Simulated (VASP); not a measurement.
Here is a VASP 6.6.1 calculation.

The input POSCAR:

```
Ba
1.0
    0.0000000000      3.8905980851      3.8905980851
    3.8905980851      0.0000000000      3.8905980851
    3.8905980851      3.8905980851      0.0000000000
Ba
2
Direct
    0.1250000000      0.1250000000      0.1250000000
    0.8750000000      0.8750000000      0.8750000000
```

Contents of INCAR.step1:

```
PREC     = Accurate       # precision mode
ENCUT    = 520            # plane-wave cutoff, eV
ISMEAR   = -1             # smearing method
SIGMA    = 0.1            # smearing width, eV
LREAL    = F              # projectors in reciprocal space
LASPH    = T              # aspherical terms in the spheres
NELM     = 60             # most SCF steps
NBANDS   = 17             # bands
GGA      = PE             # functional
ALGO     = Normal         # electronic algorithm
EDIFF    = 1E-4           # SCF threshold, eV
LWAVE    = T              # write WAVECAR
LCHARG   = F              # write CHGCAR
```

INCAR.step2

```
PREC     = Accurate       # precision mode
ENCUT    = 520            # plane-wave cutoff, eV
EDIFF    = 1E-6           # SCF threshold, eV
ISMEAR   = -1             # smearing method
SIGMA    = 0.1            # smearing width, eV
LREAL    = F              # projectors in reciprocal space
LASPH    = T              # aspherical terms in the spheres
NELM     = 60             # most SCF steps
ALGO     = Normal         # electronic algorithm
ISIF     = 2              # what is computed and relaxed
LWAVE    = F              # write WAVECAR
LCHARG   = F              # write CHGCAR
METAGGA  = R2SCAN         # meta-GGA
LMIXTAU  = T            
NBANDS   = 17             # bands
ISTART   = 1
```

KPOINTS

```
Automatic mesh
0
Gamma
  8 8 8
```

Potentials or basis: VASP PAW PBE potentials, release 64 (Ba_sv).

Run with:

```bash
$ cat potpaw_PBE.64/Ba_sv/POTCAR > POTCAR
$ cp INCAR.step1 INCAR
$ mpirun -np 1 vasp_std > vasp.out
$ cp INCAR.step2 INCAR
$ mpirun -np 1 vasp_std > vasp.out
```

(1) Estimate the pressure.

(2) Estimate the band gap on the k mesh.

Results:

(1) -0.4 GPa.

(2) zero (bands 10 and 11 overlap by 0.22 eV).

Caveat: the PAW data sets were made with another functional, which shifts forces and pressure a little; spin-orbit coupling is left out, which moves the levels of the heavy elements.
